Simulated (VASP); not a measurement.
# BaTiO3 (P4mm) in VASP: single point with PBE

Aim: the single point of BaTiO3 with PBE.

Program: VASP 6.6.1. These are calculated values, not measurements. Logs are shortened: lines on timing, memory, paths and dates and some standing lists are left out, and cuts for length are marked.

### Step 1. The cell of the first run

It takes space group P4mm (No. 99, tetragonal). The conventional cell has a = 4.026 Å, b = 4.026 Å, c = 4.045 Å, α = 90.00°, β = 90.00°, γ = 90.00°. Within 3.7 Å of Ba (site symmetry 4mm) lie 12 O at 2.80 to 2.91 Å and 8 Ti at 3.46 to 3.53 Å. Ti (site symmetry 4mm) has 6 O at 1.84 to 2.21 Å within 2.4 Å. Within 2.4 Å of O (site symmetry 4mm) lie 2 Ti at 1.84 to 2.21 Å. O (site symmetry 2mm) has 2 Ti at 2.02 Å within 2.7 Å.

### Step 2. Single point, PBE (volume scaled by 1.02, then relaxed in part)

Contents of INCAR:

```
SYSTEM = BaTiO3
PREC = Accurate ; ENCUT = 520
EDIFF = 1E-7 ; ISMEAR = -1
SIGMA = 0.02 ; LREAL = .FALSE.
LASPH = .TRUE. ; NELM = 100
ALGO = Normal ; ISIF = 2
LWAVE = .FALSE. ; LCHARG = .FALSE.
GGA = PE ; NBANDS = 28
```

Contents of KPOINTS:

```
regular mesh
0
G
  8 8 8
  0 0 0
```

Contents of POSCAR:

```
BaTiO3
1.0
    4.0262895137      0.0000000000      0.0000000000
    0.0000000000      4.0262895137      0.0000000000
    0.0000000000      0.0000000000      4.0446100470
Ba Ti O
1 1 3
Direct
    0.0000000000      0.0000000000     -0.0046703520
    0.5000000000      0.5000000000      0.4798408807
    0.5000000000      0.5000000000      0.0255074827
    0.5000000000      0.0000000000      0.5136609944
    0.0000000000      0.5000000000      0.5136609944
```

Potentials or basis: VASP PAW PBE potentials, release 64 (Ba_sv, Ti_sv, O).

Launch:

```bash
$ cat potpaw_PBE.64/Ba_sv/POTCAR potpaw_PBE.64/Ti_sv/POTCAR potpaw_PBE.64/O/POTCAR > POTCAR
$ mpirun -np 1 vasp_std > vasp.out
```

OUTCAR:

```text
SYSTEM = BaTiO3
   PREC = Accurate
   ENCUT = 520
   EDIFF = 1E-7
   ISMEAR = -1
   LREAL = .FALSE.
   LASPH = .TRUE.
   NELM = 100
   ISIF = 2
   GGA = PE

 ion  position               nearest neighbor table
   1  0.000  0.000  0.995-   4 2.80   5 2.80   5 2.80   4 2.80   3 2.85   3 2.85   3 2.85   3 2.85
                             4 2.91   5 2.91   5 2.91   4 2.91   2 3.46   2 3.46   2 3.46   2 3.46
   2  0.500  0.500  0.480-   3 1.84   4 2.02   5 2.02   4 2.02   5 2.02   3 2.21   1 3.46   1 3.46
                             1 3.46   1 3.46   1 3.53   1 3.53   1 3.53   1 3.53
   3  0.500  0.500  0.026-   2 1.84   2 2.21   1 2.85   1 2.85   1 2.85   1 2.85
   4  0.500  0.000  0.514-   2 2.02   2 2.02   1 2.80   1 2.80   1 2.91   1 2.91
   5  0.000  0.500  0.514-   2 2.02   2 2.02   1 2.80   1 2.80   1 2.91   1 2.91

  LATTYP: Found a simple tetragonal cell.
 ALAT       =     4.0262895137
 C/A-ratio  =     1.0045502275

  Lattice vectors:

 A1 = (   4.0262895137,   0.0000000000,   0.0000000000)
 A2 = (   0.0000000000,   4.0262895137,   0.0000000000)
 A3 = (   0.0000000000,   0.0000000000,   4.0446100470)

Analysis of symmetry for initial positions (statically):
=====================================================================
 Subroutine PRICEL returns:
 Original cell was already a primitive cell.

 Routine SETGRP: Setting up the symmetry group for a
 simple tetragonal supercell.

 Subroutine GETGRP returns: Found  8 space group operations
 (whereof  8 operations were pure point group operations)
 out of a pool of 16 trial point group operations.

The static configuration has the point symmetry C_4v.

Analysis of symmetry for dynamics (positions and initial velocities):
=====================================================================
 Subroutine PRICEL returns:
 Original cell was already a primitive cell.

 Routine SETGRP: Setting up the symmetry group for a
 simple tetragonal supercell.

 Subroutine GETGRP returns: Found  8 space group operations
 (whereof  8 operations were pure point group operations)
 out of a pool of 16 trial point group operations.

The dynamic configuration has the point symmetry C_4v.

 Subroutine INISYM returns: Found  8 space group operations
 (whereof  8 operations are pure point group operations),
 and found     1 'primitive' translations

----------------------------------------------------------------------------------------

                                     Primitive cell

  volume of cell :      65.5672

  direct lattice vectors                    reciprocal lattice vectors
     4.026289514  0.000000000  0.000000000     0.248367634  0.000000000  0.000000000
     0.000000000  4.026289514  0.000000000     0.000000000  0.248367634  0.000000000
     0.000000000  0.000000000  4.044610047     0.000000000  0.000000000  0.247242624

  length of vectors
     4.026289514  4.026289514  4.044610047     0.248367634  0.248367634  0.247242624

  position of ions in fractional coordinates (direct lattice)
     0.000000000  0.000000000  0.995329648
     0.500000000  0.500000000  0.479840881
     0.500000000  0.500000000  0.025507483
     0.500000000  0.000000000  0.513660994
     0.000000000  0.500000000  0.513660994

  ion indices of the primitive-cell ions
   primitive index   ion index
                 1           1
                 2           2
                 3           3
                 4           4
                 5           5

----------------------------------------------------------------------------------------

 KPOINTS: regular mesh

Automatic generation of k-mesh.
 Grid dimensions read from file:
 generate k-points for:    8    8    8

 Generating k-lattice:

  Cartesian coordinates                     Fractional coordinates (reciprocal lattice)
     0.031045954  0.000000000  0.000000000     0.125000000  0.000000000  0.000000000
     0.000000000  0.031045954  0.000000000     0.000000000  0.125000000  0.000000000
     0.000000000  0.000000000  0.030905328     0.000000000  0.000000000  0.125000000

  Length of vectors
     0.031045954  0.031045954  0.030905328

  Shift w.r.t. Gamma in fractional coordinates (k-lattice)
     0.000000000  0.000000000  0.000000000

 Subroutine IBZKPT returns following result:
 ===========================================

 Found     75 irreducible k-points:

 Following reciprocal coordinates:
            Coordinates               Weight
  0.000000  0.000000  0.000000      1.000000
  0.125000  0.000000  0.000000      4.000000
  0.250000  0.000000  0.000000      4.000000
  0.375000  0.000000  0.000000      4.000000
  0.500000  0.000000  0.000000      2.000000
  0.125000  0.125000  0.000000      4.000000
[... 16 lines left out ...]
  0.375000  0.125000  0.125000     16.000000
  0.500000  0.125000  0.125000      8.000000
 [... further k-points ...]
   k-points           NKPTS =     75   k-points in BZ     NKDIM =     75   number of bands    NBANDS=     28
   number of dos      NEDOS =    301   number of ions     NIONS =      5
   total plane-waves  NPLWV =  27000
   dimension x,y,z NGX =    30 NGY =   30 NGZ =   30
   dimension x,y,z NGXF=    60 NGYF=   60 NGZF=   60
   ions per type =               1   1   3
   NGX,Y,Z   is equivalent  to a cutoff of  12.39, 12.39, 12.33 a.u.
   NGXF,Y,Z  is equivalent  to a cutoff of  24.77, 24.77, 24.66 a.u.
 SYSTEM =  BaTiO3
   PREC   = accura    normal or accurate (medium, high low for compatibility)
   ISTART =      0    job   : 0-new  1-cont  2-samecut
   ICHARG =      2    charge: 1-file 2-atom 10-const
   ISPIN  =      1    spin polarized calculation?
   LNONCOLLINEAR =      F non collinear calculations
   LSORBIT =      F    spin-orbit coupling
   LASPH  =      T    aspherical Exc in radial PAW
   ENCUT  =  520.0 eV  38.22 Ry    6.18 a.u.   7.49  7.49  7.52*2*pi/ulx,y,z
   NELM   =    100;   NELMIN=  2; NELMDL= -5     # of ELM steps
   EDIFF  = 0.1E-06   stopping-criterion for ELM
   LREAL  =      F    real-space projection
   EDIFFG = 0.1E-05   stopping-criterion for IOM
   NSW    =      0    number of steps for IOM
   IBRION =     -1    ionic relax: 0-MD 1-quasi-New 2-CG
   NFREE  =      0    steps in history (QN), initial steepest desc. (CG)
   ISIF   =      2    stress and relaxation
   ISYM   =      2    0-nonsym 1-usesym 2-fastsym
   POTIM  = 0.5000    time-step for ionic-motion
   TEBEG  =    0.0;   TEEND  =   0.0 temperature during run
   PSTRESS=    0.0 pullay stress
   NELECT =      40.0000    total number of electrons
   NUPDOWN=      -1.0000    fix difference up-down
   EMIN   =  10.00;   EMAX   =-10.00  energy-range for DOS
   EFERMI =   0.00;   METHOD = LEGACY
   ISMEAR =    -1;   SIGMA  =   0.02  broadening in eV -4-tet -1-fermi 0-gaus
   EFERMI_NEDOS =   21; number of points for ismear=-14 and -15
   IALGO  =     38    algorithm
   IMIX   =      4    mixing-type and parameters
     AMIX     =   0.40;   BMIX     =  1.00
     AMIX_MAG =   1.60;   BMIX_MAG =  1.00
  volume/ion in A,a.u.               =      13.11        88.49
  Fermi-wavevector in a.u.,A,eV,Ry     =   1.388458  2.623804 26.229507  1.927814
  Thomas-Fermi vector in A             =   2.512582
   LORBIT       =      0    0 simple, 1 ext, 2 COOP (PROOUT), +10 PAW based schemes
   GGA     = PE    functional components
   LHFCALC =     F    Hartree Fock is set to
   AEXX    =    0.0000 exact exchange contribution
   IVDW    =     0    specifies the selected vdW correction
   LEPSILON=     F    determine dielectric tensor
   LRPA    =     F    only Hartree local field effects (RPA)
 non-spin polarized calculation
  energy-cutoff  :      520.00
  volume of cell :       65.57
 maximum number of plane-waves:      1791
 NGX is ok and might be reduce to    30
   NGX = 15   NGY = 15   NGZ = 15

 number of electron      39.9999982 magnetization

 Free energy of the ion-electron system (eV)
  ---------------------------------------------------
  ext. energy  EPLUGINS =         0.00000000
  ---------------------------------------------------
  free energy    TOTEN  =       -40.01405849 eV

  energy without entropy =      -40.01405849  energy(sigma->0) =      -40.01405849

 E-fermi :   4.2891     XC(G=0): -11.1309

 val. band max:        3.7397654512   @ k =   0.5000   0.5000   0.5000
 cond. band min:       5.5056113739   @ k =   0.0000   0.0000   0.0000
 fundamental gap:      1.7658459227
 Fermi energy:         4.2891179635

 k-point     1 :       0.0000    0.0000    0.0000
  band No.  band energies     occupation
      1     -52.8830      2.00000
      2     -29.1639      2.00000
      3     -29.0836      2.00000
      4     -29.0836      2.00000
      5     -21.2295      2.00000
      6     -13.1908      2.00000
[... 20 lines left out ...]
     27       8.7192      0.00000
     28      10.7634      0.00000

 k-point     2 :       0.1250    0.0000    0.0000
  band No.  band energies     occupation
      1     -52.8829      2.00000
      2     -29.1636      2.00000
      3     -29.0906      2.00000
      4     -29.0833      2.00000
      5     -21.2142      2.00000
      6     -13.2043      2.00000
[... 20 lines left out ...]
     27       9.0065      0.00000
     28      11.1311      0.00000

 k-point     3 :       0.2500    0.0000    0.0000
  band No.  band energies     occupation
      1     -52.8826      2.00000
      2     -29.1630      2.00000
      3     -29.1076      2.00000
      4     -29.0827      2.00000
      5     -21.1767      2.00000
      6     -13.2703      2.00000
[... 20 lines left out ...]
     27       9.7567      0.00000
     28      11.9325      0.00000

 k-point     4 :       0.3750    0.0000    0.0000
  band No.  band energies     occupation
      1     -52.8822      2.00000
      2     -29.1623      2.00000
      3     -29.1244      2.00000
      4     -29.0820      2.00000
      5     -21.1385      2.00000
      6     -13.3659      2.00000
[... 578 lines left out ...]
     27      10.2130      0.00000
     28      11.8075      0.00000

 k-point    23 :       0.3750    0.1250    0.1250
  band No.  band energies     occupation
      1     -52.8820      2.00000
      2     -29.1687      2.00000
      3     -29.1236      2.00000
      4     -29.0887      2.00000
      5     -21.1175      2.00000
      6     -13.2451      2.00000
[... 20 lines left out ...]
     27      11.0864      0.00000
     28      12.2045      0.00000

 k-point    24 :       0.5000    0.1250    0.1250
  band No.  band energies     occupation
      1     -52.8818      2.00000
      2     -29.1684      2.00000
      3     -29.1305      2.00000
      4     -29.0884      2.00000
      5     -21.1030      2.00000
      6     -13.2759      2.00000
[... 20 lines left out ...]
     27      11.4603      0.00000
     28      12.3455      0.00000

 [... further k-points ...]
[... 5 lines left out ...]
  --------------------------------------------------------------------------------------
  -------------------------------------------------------------------------------------
  Total        0.3671780      0.3671780      1.7792058      0.0000000      0.0000000      0.0000000
  in kB        8.9722325      8.9722325     43.4760543      0.0000000      0.0000000      0.0000000
  external PRESSURE =      20.4735065 kB  Pullay stress =       0.0000000 kB

 VOLUME and BASIS-vectors are now :
 -----------------------------------------------------------------------------
  energy-cutoff  :      520.00
  volume of cell :       65.57
      direct lattice vectors                 reciprocal lattice vectors
     4.026289514  0.000000000  0.000000000     0.248367634  0.000000000  0.000000000
     0.000000000  4.026289514  0.000000000     0.000000000  0.248367634  0.000000000
     0.000000000  0.000000000  4.044610047     0.000000000  0.000000000  0.247242624

 POSITION                                       TOTAL-FORCE (eV/Angst)
 -----------------------------------------------------------------------------------
      0.00000      0.00000      4.02572        -0.000000     -0.000000      0.028837
      2.01314      2.01314      1.94077         0.000000      0.000000      0.064495
      2.01314      2.01314      0.10317        -0.000000     -0.000000     -0.066473
      2.01314      0.00000      2.07756        -0.000000     -0.000000     -0.013430
      0.00000      2.01314      2.07756        -0.000000     -0.000000     -0.013430
 -----------------------------------------------------------------------------------
    total drift:                                0.000000      0.000000     -0.000142

  FREE ENERGIE OF THE ION-ELECTRON SYSTEM (eV)
  ---------------------------------------------------
  free  energy   TOTEN  =       -40.0140584911 eV

  energy  without entropy=      -40.0140584911  energy(sigma->0) =      -40.01405849
```

Run time: 2.8 min. Hardware: 1 thread of Intel Xeon Platinum 8259CL at 2.50GHz (Skylake/Cascade Lake), shared host; peak memory 0.27 GiB.

What came out:

* Free energy: -40.0141 eV
* Pressure: 2.0 GPa
* Largest force: 0.066 eV/Å
* Band gap on the k mesh: 1.77 eV, indirect (least direct gap 2.16 eV)

Forces in eV/Å, atoms in the order of the input:
```
Ba   0.000  0.000  0.029
Ti   0.000  0.000  0.064
O    0.000  0.000 -0.066
O    0.000  0.000 -0.013
O    0.000  0.000 -0.013
```

Caveat: spin-orbit coupling is left out, which moves the levels of the heavy elements. A k mesh can miss the band edges.
